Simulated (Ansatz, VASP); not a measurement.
# One calculation of SiO2, two programs

```
Si O
1.0
     4.36300    0.00000    0.00000
     0.00000    4.36300    0.00000
     0.00000    0.00000    2.44770
Si O
2 4
Direct
  0.50000 0.50000 0.50000
  0.00000 0.00000 0.00000
  0.69301 0.69301 0.00000
  0.19301 0.80699 0.50000
  0.30699 0.30699 0.00000
  0.80699 0.19301 0.50000
```

Alike in both runs: task single point; functional PBE; k mesh 6 × 6 × 8; occupations gaussian, width 0.05 eV; no spin polarisation.

|  | VASP | Ansatz |
| --- | --- | --- |
| version | VASP 6.6.1 | Ansatz 0.2.0 |
| potentials or method | VASP PAW PBE potentials, release 64 (Si, O), cutoff 520 eV | scalar-relativistic, plane waves, PAW |
| valence electrons in the cell | 32 | 32 |

|  | VASP | Ansatz | Ansatz less VASP |
| --- | --- | --- | --- |
| gap on the k mesh at the Fermi level (eV) | 5.84 | 5.87 | +0.029 |
| least direct gap on the mesh (eV) | 5.84 | 5.87 | +0.029 |
| pressure (GPa) | 21.9 | 21.5 | -0.42 |
| traceless stress, the component that is largest in VASP (GPa) | 48.90 | 48.05 | -0.855 |
| rms of the force components (eV/Å) | 0.224 | 0.252 | +0.0278 |

Atom by atom the forces differ by 0.028 eV/Å (rms over components). The functional is the same, so the differences come from potentials, cutoffs and numerics.
